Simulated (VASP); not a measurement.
# MgS (Fm-3m) in VASP: a series of runs

Runs on MgS. Level: PBE0. Tasks: single point.

Program: VASP 6.6.1. These are calculated values, not measurements. Logs are shortened: lines on timing, memory, paths and dates and some standing lists are left out, and cuts for length are marked.

## (1) The cell of the first run

It takes space group Fm-3m (No. 225, cubic). The conventional cell has a = 5.168 Å, b = 5.168 Å, c = 5.168 Å, α = 90.00°, β = 90.00°, γ = 90.00°. Within 3.4 Å of S (site symmetry m-3m) lie 6 Mg at 2.58 Å. Mg (site symmetry m-3m) has 6 S at 2.58 Å within 3.4 Å.

## (2) Single point, PBE0

The input, POSCAR:

```
MgS
1.0
    0.0000000000      2.5841887356      2.5841887356
    2.5841887356      0.0000000000      2.5841887356
    2.5841887356      2.5841887356      0.0000000000
S Mg
1 1
Direct
    0.5000000000      0.5000000000      0.5000000000
    0.0000000000      0.0000000000      0.0000000000
```

The input, INCAR.step1:

```
PREC = Accurate ; ENCUT = 520
EDIFF = 1E-5 ; ISMEAR = -1
SIGMA = 0.05 ; LREAL = F
LASPH = T ; NELM = 60
ALGO = Normal ; ISIF = 2
LWAVE = T ; LCHARG = F
GGA = PE ; NBANDS = 11
```

The input, INCAR.step2:

```
PREC = Accurate ; ENCUT = 520
EDIFF = 1E-7 ; ISMEAR = -1
SIGMA = 0.05 ; LREAL = F
LASPH = T ; NELM = 60
ALGO = Normal ; ISIF = 2
LWAVE = F ; LCHARG = F
GGA = PE ; LHFCALC = T
AEXX = 0.25 ; PRECFOCK = Normal
ISTART = 1 ; NBANDS = 11
```

The input, KPOINTS:

```
Automatic mesh
0
Gamma
  4 4 4
```

Potentials or basis: VASP PAW PBE potentials, release 64 (S, Mg).

Started as:

```bash
cat potpaw_PBE.64/S/POTCAR potpaw_PBE.64/Mg/POTCAR > POTCAR
cp INCAR.step1 INCAR
mpirun -np 1 vasp_std > vasp.out
cp INCAR.step2 INCAR
mpirun -np 1 vasp_std > vasp.out
```

OUTCAR:

```text
PREC = Accurate
   ENCUT = 520
   EDIFF = 1E-7
   ISMEAR = -1
   LREAL = F
   LASPH = T
   NELM = 60
   ISIF = 2
   GGA = PE
   LHFCALC = T
   AEXX = 0.25
   PRECFOCK = Normal
   ISTART = 1

 ion  position               nearest neighbor table
   1  0.500  0.500  0.500-   2 2.58   2 2.58   2 2.58   2 2.58   2 2.58   2 2.58
   2  0.000  0.000  0.000-   1 2.58   1 2.58   1 2.58   1 2.58   1 2.58   1 2.58

  LATTYP: Found a face centered cubic cell.
 ALAT       =     5.1683774712

  Lattice vectors:

 A1 = (   0.0000000000,   2.5841887356,   2.5841887356)
 A2 = (   2.5841887356,   0.0000000000,   2.5841887356)
 A3 = (   2.5841887356,   2.5841887356,   0.0000000000)

Analysis of symmetry for initial positions (statically):
=====================================================================
 Subroutine PRICEL returns:
 Original cell was already a primitive cell.

 Routine SETGRP: Setting up the symmetry group for a
 face centered cubic supercell.

 Subroutine GETGRP returns: Found 48 space group operations
 (whereof 48 operations were pure point group operations)
 out of a pool of 48 trial point group operations.

The static configuration has the point symmetry O_h .

Analysis of symmetry for dynamics (positions and initial velocities):
=====================================================================
 Subroutine PRICEL returns:
 Original cell was already a primitive cell.

 Routine SETGRP: Setting up the symmetry group for a
 face centered cubic supercell.

 Subroutine GETGRP returns: Found 48 space group operations
 (whereof 48 operations were pure point group operations)
 out of a pool of 48 trial point group operations.

The dynamic configuration has the point symmetry O_h .

 Subroutine INISYM returns: Found 48 space group operations
 (whereof 48 operations are pure point group operations),
 and found     1 'primitive' translations

----------------------------------------------------------------------------------------

                                     Primitive cell

  volume of cell :      34.5146

  direct lattice vectors                    reciprocal lattice vectors
     0.000000000  2.584188736  2.584188736    -0.193484320  0.193484320  0.193484320
     2.584188736  0.000000000  2.584188736     0.193484320 -0.193484320  0.193484320
     2.584188736  2.584188736  0.000000000     0.193484320  0.193484320 -0.193484320

  length of vectors
     3.654594758  3.654594758  3.654594758     0.335124673  0.335124673  0.335124673

  position of ions in fractional coordinates (direct lattice)
     0.500000000  0.500000000  0.500000000
     0.000000000  0.000000000  0.000000000

  ion indices of the primitive-cell ions
   primitive index   ion index
                 1           1
                 2           2

----------------------------------------------------------------------------------------

 KPOINTS: Automatic mesh

Automatic generation of k-mesh.
 Grid dimensions read from file:
 generate k-points for:    4    4    4

 Generating k-lattice:

  Cartesian coordinates                     Fractional coordinates (reciprocal lattice)
    -0.048371080  0.048371080  0.048371080     0.250000000  0.000000000  0.000000000
     0.048371080 -0.048371080  0.048371080     0.000000000  0.250000000  0.000000000
     0.048371080  0.048371080 -0.048371080     0.000000000  0.000000000  0.250000000

  Length of vectors
     0.083781168  0.083781168  0.083781168

  Shift w.r.t. Gamma in fractional coordinates (k-lattice)
     0.000000000  0.000000000  0.000000000

 Subroutine IBZKPT returns following result:
 ===========================================

 Found      8 irreducible k-points:

 Following reciprocal coordinates:
            Coordinates               Weight
  0.000000  0.000000  0.000000      1.000000
  0.250000  0.000000  0.000000      8.000000
  0.500000  0.000000  0.000000      4.000000
  0.250000  0.250000  0.000000      6.000000
  0.500000  0.250000  0.000000     24.000000
 -0.250000  0.250000  0.000000     12.000000
  0.500000  0.500000  0.000000      3.000000
 -0.250000  0.500000  0.250000      6.000000
   k-points           NKPTS =      8   k-points in BZ     NKDIM =     64   number of bands    NBANDS=     11
   number of dos      NEDOS =    301   number of ions     NIONS =      2
   total plane-waves  NPLWV =  21952
   dimension x,y,z NGX =    28 NGY =   28 NGZ =   28
   dimension x,y,z NGXF=    56 NGYF=   56 NGZF=   56
   ions per type =               1   1
   NGX,Y,Z   is equivalent  to a cutoff of  12.74, 12.74, 12.74 a.u.
   NGXF,Y,Z  is equivalent  to a cutoff of  25.47, 25.47, 25.47 a.u.
 SYSTEM =  unknown system
   PREC   = accura    normal or accurate (medium, high low for compatibility)
   ISTART =      1    job   : 0-new  1-cont  2-samecut
   ICHARG =      0    charge: 1-file 2-atom 10-const
   ISPIN  =      1    spin polarized calculation?
   LNONCOLLINEAR =      F non collinear calculations
   LSORBIT =      F    spin-orbit coupling
   LASPH  =      T    aspherical Exc in radial PAW
   ENCUT  =  520.0 eV  38.22 Ry    6.18 a.u.   6.80  6.80  6.80*2*pi/ulx,y,z
   NELM   =     60;   NELMIN=  2; NELMDL=  0     # of ELM steps
   EDIFF  = 0.1E-06   stopping-criterion for ELM
   LREAL  =      F    real-space projection
   EDIFFG = 0.1E-05   stopping-criterion for IOM
   NSW    =      0    number of steps for IOM
   IBRION =     -1    ionic relax: 0-MD 1-quasi-New 2-CG
   NFREE  =      0    steps in history (QN), initial steepest desc. (CG)
   ISIF   =      2    stress and relaxation
   ISYM   =      3    0-nonsym 1-usesym 2-fastsym
   POTIM  = 0.5000    time-step for ionic-motion
   TEBEG  =    0.0;   TEEND  =   0.0 temperature during run
   PSTRESS=    0.0 pullay stress
   NELECT =       8.0000    total number of electrons
   NUPDOWN=      -1.0000    fix difference up-down
   EMIN   =  10.00;   EMAX   =-10.00  energy-range for DOS
   EFERMI =   0.00;   METHOD = LEGACY
   ISMEAR =    -1;   SIGMA  =   0.05  broadening in eV -4-tet -1-fermi 0-gaus
   EFERMI_NEDOS =   21; number of points for ismear=-14 and -15
   IALGO  =     38    algorithm
   IMIX   =      1    mixing-type and parameters
     AMIX     =   0.40;   BMIX     =  1.00
     AMIX_MAG =   1.60;   BMIX_MAG =  1.00
  volume/ion in A,a.u.               =      17.26       116.46
  Fermi-wavevector in a.u.,A,eV,Ry     =   1.005628  1.900361 13.759398  1.011287
  Thomas-Fermi vector in A             =   2.138319
   LORBIT       =      0    0 simple, 1 ext, 2 COOP (PROOUT), +10 PAW based schemes
   GGA     = PE    functional components
   LHFCALC =     T    Hartree Fock is set to
   PRECFOCK=normal    Normal, Fast or Accurate (Low or Medium for compatibility)
   ENCUT4O =  -1.0   cutoff for four orbital integrals eV
   NKREDX  =     1    reduce k-point grid by
   NKREDY  =     1    reduce k-point grid by
   NKREDZ  =     1    reduce k-point grid by
   AEXX    =    0.2500 exact exchange contribution
   HFSCREEN=    0.0000 screening length (either q_TF or 0.3 A-1)
   HFSCREENC=   0.0000 screening length for correlation (either q_TF or 0.3 A-1)
   ENCUTFOCK=  -1.0 apply spherical cutoff to Coloumb kernel
   IVDW    =     0    specifies the selected vdW correction
   LEPSILON=     F    determine dielectric tensor
   LRPA    =     F    only Hartree local field effects (RPA)
 non-spin polarized calculation
  energy-cutoff  :      520.00
  volume of cell :       34.51
 maximum number of plane-waves:       950
  NGX = 24; NGY = 24; NGZ = 24

 number of electron       7.9999999 magnetization

 Free energy of the ion-electron system (eV)
  ---------------------------------------------------
  ext. energy  EPLUGINS =         0.00000000
  ---------------------------------------------------
  free energy    TOTEN  =       -10.43256308 eV

  energy without entropy =      -10.43256308  energy(sigma->0) =      -10.43256308

 E-fermi :   3.9244     XC(G=0):  -7.7117

 val. band max:        2.8581132106   @ k =   0.0000   0.0000   0.0000
 cond. band min:       7.4304940887   @ k =   0.5000   0.5000   0.0000
 fundamental gap:      4.5723808780
 Fermi energy:         3.9243979175

 k-point     1 :       0.0000    0.0000    0.0000
  band No.  band energies     occupation
      1     -11.2550      2.00000
      2       2.8581      2.00000
      3       2.8581      2.00000
      4       2.8581      2.00000
      5       8.6029      0.00000
      6      12.7361      0.00000
      7      12.7361      0.00000
      8      12.7361      0.00000
      9      15.3729      0.00000
     10      15.3729      0.00000
     11      17.4005      0.00000

 k-point     2 :       0.2500    0.0000    0.0000
  band No.  band energies     occupation
      1     -10.6188      2.00000
      2      -0.2355      2.00000
      3       2.4944      2.00000
      4       2.4944      2.00000
      5       9.7382      0.00000
      6      12.6751      0.00000
      7      12.6751      0.00000
      8      13.3462      0.00000
      9      15.2900      0.00000
     10      15.2900      0.00000
     11      17.0363      0.00000

 k-point     3 :       0.5000    0.0000    0.0000
  band No.  band energies     occupation
      1      -9.7616      2.00000
      2      -2.5605      2.00000
      3       2.1860      2.00000
      4       2.1860      2.00000
      5       9.2141      0.00000
      6      11.7190      0.00000
      7      11.7190      0.00000
      8      15.4713      0.00000
      9      17.2869      0.00000
     10      19.7115      0.00000
     11      19.7115      0.00000

 k-point     4 :       0.2500    0.2500    0.0000
  band No.  band energies     occupation
      1     -10.4177      2.00000
      2       0.0626      2.00000
      3       1.7651      2.00000
      4       1.7651      2.00000
      5       9.8325      0.00000
      6      10.2234      0.00000
      7      13.2926      0.00000
      8      15.2404      0.00000
      9      15.2404      0.00000
     10      16.4472      0.00000
     11      20.6793      0.00000

 k-point     5 :       0.5000    0.2500    0.0000
  band No.  band energies     occupation
      1      -9.5710      2.00000
      2      -1.6689      2.00000
      3       0.3975      2.00000
      4       1.4982      2.00000
      5       9.1060      0.00000
      6      11.5545      0.00000
      7      13.8203      0.00000
      8      13.9785      0.00000
      9      18.0450      0.00000
     10      19.8863      0.00000
     11      20.8154      0.00000

 k-point     6 :      -0.2500    0.2500    0.0000
  band No.  band energies     occupation
      1      -9.8479      2.00000
      2      -1.2511      2.00000
      3       0.2428      2.00000
      4       2.1489      2.00000
      5      10.4347      0.00000
      6      12.6810      0.00000
      7      12.7517      0.00000
      8      12.9007      0.00000
      9      15.4994      0.00000
     10      19.4061      0.00000
     11      20.5380      0.00000

 k-point     7 :       0.5000    0.5000    0.0000
  band No.  band energies     occupation
      1      -9.3291      2.00000
      2      -1.8811      2.00000
      3       0.9545      2.00000
      4       0.9545      2.00000
      5       7.4305      0.00000
      6       8.8994      0.00000
      7      17.3823      0.00000
      8      18.0681      0.00000
      9      18.7867      0.00000
     10      18.7867      0.00000
     11      21.2488      0.00000

 k-point     8 :      -0.2500    0.5000    0.2500
  band No.  band energies     occupation
      1      -9.2786      2.00000
      2      -0.7780      2.00000
      3      -0.7780      2.00000
      4       0.2734      2.00000
      5      10.0838      0.00000
      6      12.8069      0.00000
      7      12.8069      0.00000
      8      13.0455      0.00000
      9      19.7498      0.00000
     10      19.7498      0.00000
     11      21.1555      0.00000

------------------------ aborting loop because EDIFF is reached ----------------------------------------

  FORCE on cell =-STRESS in cart. coord.  units (eV):
  Direction    XX          YY          ZZ          XY          YZ          ZX
  --------------------------------------------------------------------------------------
  -------------------------------------------------------------------------------------
  Total        0.2559945      0.2559945      0.2559945     -0.0000000      0.0000000     -0.0000000
  in kB       11.8833409     11.8833409     11.8833409     -0.0000000      0.0000000     -0.0000000
  external PRESSURE =      11.8833409 kB  Pullay stress =       0.0000000 kB

 VOLUME and BASIS-vectors are now :
 -----------------------------------------------------------------------------
  energy-cutoff  :      520.00
  volume of cell :       34.51
      direct lattice vectors                 reciprocal lattice vectors
     0.000000000  2.584188736  2.584188736    -0.193484320  0.193484320  0.193484320
     2.584188736  0.000000000  2.584188736     0.193484320 -0.193484320  0.193484320
     2.584188736  2.584188736  0.000000000     0.193484320  0.193484320 -0.193484320

 POSITION                                       TOTAL-FORCE (eV/Angst)
 -----------------------------------------------------------------------------------
      2.58419      2.58419      2.58419        -0.000000     -0.000000     -0.000000
      0.00000      0.00000      0.00000         0.000000      0.000000      0.000000
 -----------------------------------------------------------------------------------
    total drift:                               -0.000000     -0.000000     -0.000000

  FREE ENERGIE OF THE ION-ELECTRON SYSTEM (eV)
  ---------------------------------------------------
  free  energy   TOTEN  =       -10.4325630762 eV

  energy  without entropy=      -10.4325630762  energy(sigma->0) =      -10.43256308
```

Wall time 4 min (1 thread of Intel Xeon 8259CL, shared host); peak memory 0.17 GiB.

Results:

| Item | Value |
| --- | --- |
| Free energy | -10.4326 eV |
| Pressure | 1.2 GPa |
| Band gap on the k mesh | 4.57 eV (least direct gap 5.74 eV) |

Caveat: the k points lie up to 0.53 Å⁻¹ apart; the PAW data sets were made with another functional, which shifts forces and pressure a little. A k mesh can miss the band edges.

## (3) Single point, PBE0

This run uses another cell than the first one, of 17.61 Å³/atom.

The input, POSCAR:

```
MgS
1.0
    0.0000000000      2.6016500000      2.6016500000
    2.6016500000      0.0000000000      2.6016500000
    2.6016500000      2.6016500000      0.0000000000
S Mg
1 1
Direct
    0.5000000000      0.5000000000      0.5000000000
    0.0000000000      0.0000000000      0.0000000000
```

The input, INCAR.step1:

```
SYSTEM = MgS
PREC = Accurate
ENCUT = 520
EDIFF = 1E-5
ISMEAR = -1
SIGMA = 0.05
LREAL = .False.
LASPH = .True.
NELM = 60
ALGO = Normal
ISIF = 2
LWAVE = .True.
LCHARG = .False.
NBANDS = 11
GGA = PE
```

The input, INCAR.step2:

```
SYSTEM = MgS
PREC = Accurate
ENCUT = 520
EDIFF = 1E-6
ISMEAR = -1
SIGMA = 0.05
LREAL = .False.
LASPH = .True.
NELM = 60
ALGO = Normal
ISIF = 2
LWAVE = .False.
LCHARG = .False.
GGA = PE
LHFCALC = .True.
AEXX = 0.25
PRECFOCK = Normal
NBANDS = 11
ISTART = 1
```

The input, KPOINTS:

```
regular mesh
0
Gamma
  4 4 4
  0 0 0
```

Potentials or basis: VASP PAW PBE potentials, release 64 (S, Mg).

Started as:

```bash
cat potpaw_PBE.64/S/POTCAR potpaw_PBE.64/Mg/POTCAR > POTCAR
cp INCAR.step1 INCAR
mpirun -np 1 vasp_std > vasp.out
cp INCAR.step2 INCAR
mpirun -np 1 vasp_std > vasp.out
```

Run time: 3.4 min. Hardware: 1 thread of Intel Xeon 8259CL, shared host; peak memory 0.17 GiB.

The run converged. Its results:

| Property | Result |
| --- | --- |
| Free energy | -10.4342 eV |
| Pressure | -0.5 GPa |
| Band gap on the k mesh | 4.52 eV (least direct gap 5.57 eV) |

Levels at points of the mesh, in eV from the valence-band top:
```tsv
k point	band 1	band 2	band 3	band 4	band 5	band 6	band 7	band 8	band 9
(0.00, 0.00, 0.00)	-13.99	0.00	0.00	0.00	5.57	9.89	9.89	9.89	12.49
(0.50, 0.00, 0.00)	-12.55	-5.30	-0.65	-0.65	6.32	8.83	8.83	12.39	14.29
(0.50, 0.50, 0.00)	-12.14	-4.62	-1.85	-1.85	4.52	6.10	14.31	15.14	15.71
```

Caveat: the k points lie up to 0.52 Å⁻¹ apart; the PAW data sets were made with another functional, which shifts forces and pressure a little. A k mesh can miss the band edges.

(Part 1 of 2 ends here.)
